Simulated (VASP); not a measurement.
Write the native input for VASP 6.6.1 that does the following.

| Quantity | Value |
| --- | --- |
| Task | single point |
| Functional | PBEsol |
| Potentials or basis | VASP PAW PBE potentials, release 64 (Ti_sv, C) |
| Cutoff | 520 eV |
| k mesh | 16 × 16 × 16 |
| Occupations | fermi-dirac, width 0.03 eV |
| Spin | no spin polarisation |
| Dipole correction | no |
| Further INCAR settings | ALGO = Normal; EDIFF = 1e-07; NBANDS = 15 |

The structure of TiC lies in POSCAR:

```
TiC
1.0
    0.0000000000      2.1207200000      2.1640000000
    2.1207200000      0.0000000000      2.1640000000
    2.1207200000      2.1207200000      0.0000000000
Ti C
1 1
Direct
    0.0000000000      0.0000000000      0.0000000000
    0.5000000000      0.5000000000      0.5000000000
```

This cell differs from its parent crystal: equal xx and yy strain of -2 %.

One way to write it, as run:

INCAR

```
SYSTEM = TiC
  PREC = Accurate
  ENCUT = 520
  EDIFF = 1E-7
  ISMEAR = -1
  SIGMA = 0.03
  LREAL = .False.
  LASPH = .True.
  NELM = 100
  ALGO = Normal
  ISIF = 2
  LWAVE = .False.
  LCHARG = .False.
  GGA = PS
  NBANDS = 15
```

KPOINTS

```
Automatic mesh
0
Gamma
  16 16 16
  0 0 0
```

Potentials or basis: VASP PAW PBE potentials, release 64 (Ti_sv, C).

Run with:

```bash
$ cat potpaw_PBE.64/Ti_sv/POTCAR potpaw_PBE.64/C/POTCAR > POTCAR
$ mpirun -np 1 vasp_std > vasp.out
```

It gave:

The pressure is 4.9 GPa and the band gap on the k mesh is zero (band 8 reaches 10.54 eV, above the bottom of band 9 at 9.33 eV).

Caveat: the cell differs from its parent crystal (equal xx and yy strain of -2 %); the PAW data sets were made with another functional, which shifts forces and pressure a little.

Run time: 71 s on 1 thread of Intel(R) Xeon(R) Platinum 8488C (Sapphire Rapids) (shared host), peak memory 0.22 GiB.
